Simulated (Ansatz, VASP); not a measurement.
Two plane-wave programs on KCr

```xyz
2
Lattice="4.2486 0.0000 0.0000 0.0000 4.2486 0.0000 0.0000 0.0000 4.2486" Properties=species:S:1:pos:R:3 pbc="T T T"
K     0.0000    0.0000    0.0000
Cr    2.1243    2.1243    2.1243
```

Alike in both runs: functional PBE; k mesh 6 × 6 × 6; occupations gaussian, width 0.1 eV; collinear spin.

Ansatz relaxed the structure, and its values are those at the end. VASP's run is a single point on that final structure, the one shown.

```csv
,VASP,Ansatz
version,VASP 6.6.1,Ansatz 0.2.0
potentials or method,"VASP PAW PBE potentials, release 64 (K_sv, Cr_pv), cutoff 520 eV","scalar-relativistic, plane waves, PAW"
valence electrons in the cell,21,23
```

```csv
,VASP,Ansatz,Ansatz less VASP
gap on the k mesh at the Fermi level (eV),none,none,-
pressure (GPa),0.1,0.1,+0.01
net moment per atom (μB),2.59,2.59,0.000
size of the moment on the site where the two differ most (μB),4.25,4.69,+0.439
```

Site moments also hang on the region over which each program counts them. A gap of «none» marks a metal or a gap that the smearing closes. VASP's potentials hold 21 valence electrons a cell and Ansatz's 23, so a difference there can come from the potentials and not from the codes.
